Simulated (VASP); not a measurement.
Crystal: TiAl.

```
Ti Al
1.0
     2.86726    0.00000    0.00000
    -1.43363    2.48312    0.00000
     0.00000    0.00000    4.67808
Ti Al
1 1
Direct
  0.00000 0.00000 0.00000
  0.33333 0.66667 0.50000
```

Base run:

- Program: VASP 6.6.1
- Functional: PBEsol
- Potentials or basis: VASP PAW PBE potentials, release 64 (Ti_sv, Al)
- Cutoff: 520 eV
- k mesh: 11 × 11 × 6
- Occupations: fermi-dirac, width 0.05 eV
- Spin: no spin polarisation

Its results: pressure -2.8 GPa.

The run is repeated on the same cell with these changes: functional from PBEsol to BLYP; further incar settings from ALGO = Normal; EDIFF = 1e-06; NBANDS = 14 to ALGO = Normal; EDIFF = 1e-07; NBANDS = 14. What comes out?

Pressure 3.3 GPa.

Caveats: the PAW data sets were made with another functional, which shifts forces and pressure a little.
